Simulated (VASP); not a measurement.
A run of VASP 6.6.1:

File INCAR:

```
ALGO = Normal
EDIFF = 1E-6
ENCUT = 520
GGA = CA
ISIF = 2
ISMEAR = 0
LASPH = True
LCHARG = False
LREAL = False
LWAVE = False
NBANDS = 47
NELM = 100
PREC = Accurate
SIGMA = 0.01
```

The input KPOINTS:

```
k-points
0
Gamma
  6 6 4
```

Contents of POSCAR:

```
LuIO
1.0
    3.8585000000      0.0000000000      0.0000000000
    0.0000000000      3.8585000000      0.0000000000
    0.0000000000      0.0000000000      9.1890000000
Lu I O
2 2 2
Direct
    0.0000000000      0.5000000000      0.3838600000
    0.5000000000      0.0000000000      0.6161400000
    0.5000000000      0.0000000000      0.1791800000
    0.0000000000      0.5000000000      0.8208200000
    0.0000000000      0.0000000000      0.5000000000
    0.5000000000      0.5000000000      0.5000000000
```

Potentials or basis: VASP PAW PBE potentials, release 64 (Lu, I, O).

Launch:

```console
$ cat potpaw_PBE.64/Lu/POTCAR potpaw_PBE.64/I/POTCAR potpaw_PBE.64/O/POTCAR > POTCAR
$ mpirun -np 1 vasp_std > vasp.out
```

Hardware: 1 thread of Intel(R) Xeon(R) Platinum 8488C (Sapphire Rapids), with other jobs on the host.

Q: How long does it take, and how much memory?

A: It took 3.2 min on 1 thread of Intel(R) Xeon(R) Platinum 8488C (Sapphire Rapids) (shared host), peak memory 0.31 GiB. Counts: scf iterations 16, k points 30.
